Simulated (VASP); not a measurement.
# Ba3TaGa3Si2O14 (P321) in VASP: electric field gradients with PBE

Aim: the electric field gradients of Ba3TaGa3Si2O14 with PBE.

Program: VASP 6.6.1. These are calculated values, not measurements. Logs are shortened: lines on timing, memory, paths and dates and some standing lists are left out, and cuts for length are marked.

## 1. The cell of the first run

Symmetry: P321, No. 150, trigonal system. Conventional cell: a = 8.515 Å, b = 8.515 Å, c = 5.400 Å, α = 90.00°, β = 90.00°, γ = 120.00°. Ba (site symmetry 2) has 10 O at 2.68 to 3.77 Å and 4 Si at 3.61 to 3.78 Å and 1 Ta at 3.68 Å and 2 Ga at 3.80 Å within 3.8 Å. Within 2.7 Å of Ta (site symmetry 32) lie 6 O at 2.02 Å. Within 2.5 Å of Ga (site symmetry 2) lie 4 O at 1.88 to 1.90 Å. Si (site symmetry 3) has 4 O at 1.67 Å within 2.2 Å. O (site symmetry 3) has 1 Si at 1.67 Å within 2.2 Å. Within 2.2 Å of O (site symmetry 1) lie 1 Si at 1.67 Å and 1 Ga at 1.90 Å. Within 2.5 Å of O (site symmetry 1) lie 1 Ga at 1.88 Å and 1 Ta at 2.02 Å.

## 2. Electric field gradients, PBE (z stretched by +4 %)

The input, INCAR:

```
SYSTEM = Ba3TaGa3Si2O14
PREC = Accurate
ENCUT = 520
EDIFF = 1E-8
ISMEAR = -1
SIGMA = 0.02
LREAL = Auto
LASPH = .TRUE.
NELM = 80
ALGO = Normal
ISIF = 2
LWAVE = .FALSE.
LCHARG = .FALSE.
GGA = PE
LEFG = .TRUE.
NBANDS = 103
```

The input, KPOINTS:

```
Automatic mesh
0
G
  3 3 4
  0 0 0
```

The input, POSCAR:

```
Ba3TaGa3Si2O14
1.0
    8.5150000000      0.0000000000      0.0000000000
   -4.2575000000      7.3742063132      0.0000000000
    0.0000000000      0.0000000000      5.3996800000
Ba Ta Ga Si O
3 1 3 2 14
Direct
    0.4320092207      0.0000000000      0.0000000000
    0.0000000000      0.4320092207      0.0000000000
    0.5679907793      0.5679907793      0.0000000000
    0.0000000000      0.0000000000      0.0000000000
    0.7456293529      0.0000000000      0.5000000000
    0.0000000000      0.7456293529      0.5000000000
    0.2543706471      0.2543706471      0.5000000000
    0.3333333333      0.6666666667      0.4778909481
    0.6666666667      0.3333333333      0.5221090519
    0.3333333333      0.6666666667      0.7866819213
    0.6666666667      0.3333333333      0.2133180787
    0.4735686029      0.2979654636      0.6516383113
    0.7020345364      0.1756031393      0.6516383113
    0.8243968607      0.5264313971      0.6516383113
    0.2979654636      0.4735686029      0.3483616887
    0.1756031393      0.7020345364      0.3483616887
    0.5264313971      0.8243968607      0.3483616887
    0.2186306324      0.1037481923      0.2260510393
    0.8962518077      0.1148824401      0.2260510393
    0.8851175599      0.7813693676      0.2260510393
    0.1037481923      0.2186306324      0.7739489607
    0.1148824401      0.8962518077      0.7739489607
    0.7813693676      0.8851175599      0.7739489607
```

Potentials or basis: VASP PAW PBE potentials, release 64 (Ba_sv, Ta_pv, Ga_d, Si, O).

The run is started by

```console
$ cat potpaw_PBE.64/Ba_sv/POTCAR potpaw_PBE.64/Ta_pv/POTCAR potpaw_PBE.64/Ga_d/POTCAR potpaw_PBE.64/Si/POTCAR potpaw_PBE.64/O/POTCAR > POTCAR
$ mpirun -np 1 vasp_std > vasp.out
```

OUTCAR:

```text
SYSTEM = Ba3TaGa3Si2O14
   PREC = Accurate
   ENCUT = 520
   EDIFF = 1E-8
   ISMEAR = -1
   LREAL = Auto
   LASPH = .TRUE.
   NELM = 80
   ISIF = 2
   GGA = PE

 ion  position               nearest neighbor table
   1  0.432  0.000  0.000-  18 2.68  22 2.68  17 2.76  13 2.76  10 2.78  11 2.78  16 3.03  12 3.03
                             8 3.61   9 3.61   4 3.68   8 3.78   9 3.78   5 3.80   5 3.80   3 4.37
   2  0.000  0.432  0.000-  19 2.68  21 2.68  16 2.76  14 2.76  11 2.78  10 2.78  13 3.03  15 3.03
                             9 3.61   8 3.61   4 3.68   9 3.78   8 3.78   6 3.80   6 3.80   1 4.37
   3  0.568  0.568  0.000-  23 2.68  20 2.68  12 2.76  15 2.76  11 2.78  10 2.78  17 3.03  14 3.03
                             9 3.61   8 3.61   4 3.68   9 3.78   8 3.78   7 3.80   7 3.80   1 4.37
   4  0.000  0.000  0.000-  20 2.02  21 2.02  19 2.02  23 2.02  22 2.02  18 2.02   2 3.68   3 3.68
                             1 3.68
   5  0.746  0.000  0.500-  23 1.88  19 1.88  17 1.90  13 1.90   1 3.80   1 3.80
   6  0.000  0.746  0.500-  22 1.88  20 1.88  14 1.90  16 1.90   2 3.80   2 3.80
   7  0.254  0.254  0.500-  18 1.88  21 1.88  15 1.90  12 1.90   3 3.80   3 3.80
   8  0.333  0.667  0.478-  10 1.67  16 1.67  17 1.67  15 1.67   1 3.61   2 3.61   3 3.61   1 3.78
                             2 3.78   3 3.78
   9  0.667  0.333  0.522-  11 1.67  13 1.67  14 1.67  12 1.67   2 3.61   1 3.61   3 3.61   2 3.78
                             1 3.78   3 3.78
  10  0.333  0.667  0.787-   8 1.67   1 2.78   2 2.78   3 2.78
  11  0.667  0.333  0.213-   9 1.67   2 2.78   1 2.78   3 2.78
  12  0.474  0.298  0.652-   9 1.67   7 1.90   3 2.76   1 3.03
  13  0.702  0.176  0.652-   9 1.67   5 1.90   1 2.76   2 3.03
  14  0.824  0.526  0.652-   9 1.67   6 1.90   2 2.76   3 3.03
  15  0.298  0.474  0.348-   8 1.67   7 1.90   3 2.76   2 3.03
  16  0.176  0.702  0.348-   8 1.67   6 1.90   2 2.76   1 3.03
  17  0.526  0.824  0.348-   8 1.67   5 1.90   1 2.76   3 3.03
  18  0.219  0.104  0.226-   7 1.88   4 2.02   1 2.68
  19  0.896  0.115  0.226-   5 1.88   4 2.02   2 2.68
  20  0.885  0.781  0.226-   6 1.88   4 2.02   3 2.68
  21  0.104  0.219  0.774-   7 1.88   4 2.02   2 2.68
  22  0.115  0.896  0.774-   6 1.88   4 2.02   1 2.68
  23  0.781  0.885  0.774-   5 1.88   4 2.02   3 2.68

  LATTYP: Found a hexagonal cell.
 ALAT       =     8.5150000000
 C/A-ratio  =     0.6341374046

  Lattice vectors:

 A1 = (   8.5150000000,   0.0000000000,   0.0000000000)
 A2 = (  -4.2575000000,   7.3742063132,   0.0000000000)
 A3 = (   0.0000000000,   0.0000000000,   5.3996800000)
[... 1225 lines left out ...]
  -------------------------------------------------------------------------------------
  Total        1.4478563      1.4478563    -13.6965585      0.0000000      0.0000000     -0.0000000
  in kB        6.8417638      6.8417638    -64.7223205      0.0000000      0.0000000     -0.0000000
  external PRESSURE =     -17.0129310 kB  Pullay stress =       0.0000000 kB

 VOLUME and BASIS-vectors are now :
 -----------------------------------------------------------------------------
  energy-cutoff  :      520.00
  volume of cell :      339.05
      direct lattice vectors                 reciprocal lattice vectors
     8.515000000  0.000000000  0.000000000     0.117439812  0.067803907  0.000000000
    -4.257500000  7.374206313  0.000000000     0.000000000  0.135607814  0.000000000
     0.000000000  0.000000000  5.399680000     0.000000000  0.000000000  0.185196160

 POSITION                                       TOTAL-FORCE (eV/Angst)
 -----------------------------------------------------------------------------------
      3.67856      0.00000      0.00000         0.127996      0.000000     -0.000000
     -1.83928      3.18573      0.00000        -0.063998      0.110848     -0.000000
      2.41822      4.18848      0.00000        -0.063998     -0.110848     -0.000000
      0.00000      0.00000      0.00000        -0.000000      0.000000     -0.000000
      6.34903      0.00000      2.69984         0.288402     -0.000000     -0.000000
     -3.17452      5.49842      2.69984        -0.144201      0.249763     -0.000000
[... 15 lines left out ...]
     -2.83757      6.60915      4.17908        -0.344782     -0.181966     -0.056092
      2.88497      6.52704      4.17908         0.014803      0.389573     -0.056092
 -----------------------------------------------------------------------------------
    total drift:                               -0.000002     -0.000005      0.000000

  FREE ENERGIE OF THE ION-ELECTRON SYSTEM (eV)
  ---------------------------------------------------
  free  energy   TOTEN  =      -167.1319131959 eV

  energy  without entropy=     -167.1319131959  energy(sigma->0) =     -167.13191320

 Electric field gradients (V/A^2)
---------------------------------------------------------------------
 ion       V_xx      V_yy      V_zz      V_xy      V_xz      V_yz
---------------------------------------------------------------------
   1       6.826   -51.981    45.155     0.000     0.000   -27.532
   2     -37.279    -7.875    45.155   -25.464    23.843    13.766
   3     -37.279    -7.876    45.155    25.465   -23.843    13.766
   4      72.155    72.156  -144.311     0.001    -0.000     0.000
   5      29.824     1.131   -30.955     0.001    -0.000    26.503
   6       8.303    22.651   -30.955   -12.424   -22.952   -13.252
[... 15 lines left out ...]
  22     -35.028    -6.480    41.509     8.195    11.060    49.710
  23     -20.714   -20.795    41.509   -16.463    37.520   -34.434
---------------------------------------------------------------------

 Electric field gradients after diagonalization (V/A^2)
 (convention: |V_zz| > |V_xx| > |V_yy|)
----------------------------------------------------------------------
 ion       V_xx      V_yy      V_zz     asymmetry (V_yy - V_xx)/ V_zz
----------------------------------------------------------------------
   1      52.416     6.826   -59.242       0.770
   2      52.416     6.826   -59.242       0.770
   3      52.416     6.826   -59.242       0.770
   4      72.156    72.154  -144.311       0.000
   5      29.824    16.069   -45.892       0.300
   6      29.824    16.069   -45.892       0.300
[... 15 lines left out ...]
  22     -38.368   -36.065    74.434       0.031
  23     -38.369   -36.066    74.435       0.031
----------------------------------------------------------------------

           NMR quadrupolar parameters

 Cq : quadrupolar parameter    Cq=e*Q*V_zz/h
 eta: asymmetry parameters     (V_yy - V_xx)/ V_zz
 Q  : nuclear electric quadrupole moment in mb (millibarn)
----------------------------------------------------------------------
 ion       Cq(MHz)       eta       Q (mb)
----------------------------------------------------------------------
   1      -0.143       0.770       1.000
   2      -0.143       0.770       1.000
   3      -0.143       0.770       1.000
   4      -0.349       0.000       1.000
   5      -0.111       0.300       1.000
   6      -0.111       0.300       1.000
[... 15 lines left out ...]
  22       0.180       0.031       1.000
  23       0.180       0.031       1.000
----------------------------------------------------------------------
```

Wall time 28 min (1 thread of Intel Xeon 8259CL, shared host); peak memory 0.53 GiB.

What came out:

| Item | Value |
| --- | --- |
| Free energy | -167.1319 eV |
| Pressure | -1.7 GPa |
| Largest force | 1.820 eV/Å |
| Band gap on the k mesh | 3.45 eV (least direct gap 3.52 eV) |
| Largest electric field gradient by atom | Ba -59.2; Ta -144.3; Ga -45.9; Si -15.6; O +58.0, +71.4, +74.4 (each value once) V/Å² |

Forces on the atoms (eV/Å):
```
Ba   0.128  0.000  0.000
Ba  -0.064  0.111  0.000
Ba  -0.064 -0.111  0.000
Ta   0.000  0.000  0.000
Ga   0.288  0.000  0.000
Ga  -0.144  0.250  0.000
Ga  -0.144 -0.250  0.000
Si   0.000  0.000  1.097
Si   0.000  0.000 -1.097
O    0.000  0.000 -1.820
O    0.000  0.000  1.820
O    0.010 -0.002 -0.332
O   -0.004  0.010 -0.332
O   -0.007 -0.008 -0.332
O   -0.007  0.008  0.332
O    0.010  0.002  0.332
O   -0.004 -0.010  0.332
O   -0.345  0.182  0.056
O    0.015 -0.390  0.056
O    0.330  0.208  0.056
O    0.330 -0.208 -0.056
O   -0.345 -0.182 -0.056
O    0.015  0.390 -0.056
```

Stress tensor (GPa, compression positive):
```
 0.68  0.00  0.00
 0.00  0.68  0.00
 0.00  0.00 -6.47
```

Electric field gradients, principal values (V/Å²):
| atom | least | middle | greatest (by size) |
| --- | --- | --- | --- |
| 1 Ba | 6.826 | 52.416 | -59.242 |
| 2 Ba | 6.826 | 52.416 | -59.242 |
| 3 Ba | 6.826 | 52.416 | -59.242 |
| 4 Ta | 72.154 | 72.156 | -144.311 |
| 5 Ga | 16.069 | 29.824 | -45.892 |
| 6 Ga | 16.069 | 29.824 | -45.892 |
| 7 Ga | 16.068 | 29.822 | -45.890 |
| 8 Si | 7.810 | 7.811 | -15.620 |
| 9 Si | 7.810 | 7.811 | -15.620 |
| 10 O | -28.978 | -28.980 | 57.959 |
| 11 O | -28.978 | -28.980 | 57.959 |
| 12 O | -16.669 | -54.697 | 71.366 |
| 13 O | -16.669 | -54.698 | 71.366 |
| 14 O | -16.670 | -54.695 | 71.365 |
| 15 O | -16.669 | -54.697 | 71.366 |
| 16 O | -16.669 | -54.698 | 71.366 |
| 17 O | -16.670 | -54.695 | 71.365 |
| 18 O | -36.063 | -38.371 | 74.434 |
| 19 O | -36.065 | -38.368 | 74.434 |
| 20 O | -36.066 | -38.369 | 74.435 |
| 21 O | -36.063 | -38.371 | 74.434 |
| 22 O | -36.065 | -38.368 | 74.434 |
| 23 O | -36.066 | -38.369 | 74.435 |

Caveat: the cell differs from its parent crystal (z stretched by +4 %); the stress differs along the axes, from -6 to 1 GPa; without QUAD_EFG the Cq values of the log hold for a quadrupole moment of 1 mb, not for the nuclei; spin-orbit coupling is left out, which moves the levels of the heavy elements; forces of over 1 eV/Å act on the atoms, so gaps and moduli don't describe the material at rest.
